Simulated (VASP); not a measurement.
# ScAl: single point with LDA

Crystal: ScAl.

```
Sc Al
1.0
     3.37035    0.00000    0.00000
     0.00000    3.37035    0.00000
     0.00000    0.00000    3.37035
Sc Al
1 1
Direct
  0.50000 0.50000 0.50000
  0.00000 0.00000 0.00000
```

```
Program             : VASP 6.6.1
Task                : single point
Functional          : LDA
Potentials or basis : VASP PAW LDA potentials, release 64 (Sc_sv, Al)
Cutoff              : 520 eV
k mesh              : 14 × 14 × 14
Occupations         : gaussian, width 0.15 eV
Spin                : no spin polarisation
```

| Quantity | Value |
| --- | --- |
| Pressure | -4.2 GPa |
| Band gap on the k mesh | zero (band 7 reaches 6.12 eV, above the bottom of band 8 at 5.00 eV) |

Levels at points of the mesh, in eV from the Fermi level:
| k point | band 4 | band 5 | band 6 | band 7 | band 8 | band 9 | band 10 | band 11 |
| --- | --- | --- | --- | --- | --- | --- | --- | --- |
| (0.00, 0.00, 0.00) | -27.78 | -8.42 | -0.68 | -0.68 | 2.64 | 2.64 | 2.64 | 3.73 |
| (0.50, 0.00, 0.00) | -27.76 | -5.64 | -4.51 | 0.23 | 0.73 | 0.73 | 2.87 | 3.75 |
| (0.50, 0.50, 0.00) | -27.75 | -4.72 | -1.79 | -1.79 | -0.84 | 1.48 | 1.48 | 3.63 |
| (0.50, 0.50, 0.50) | -27.91 | -2.54 | -2.54 | -2.54 | -0.53 | 2.97 | 2.97 | 2.97 |

Run time: 78 s on 1 thread of AMD EPYC 7R43 64-Core Processor (Zen 3) (shared host), peak memory 0.15 GiB.
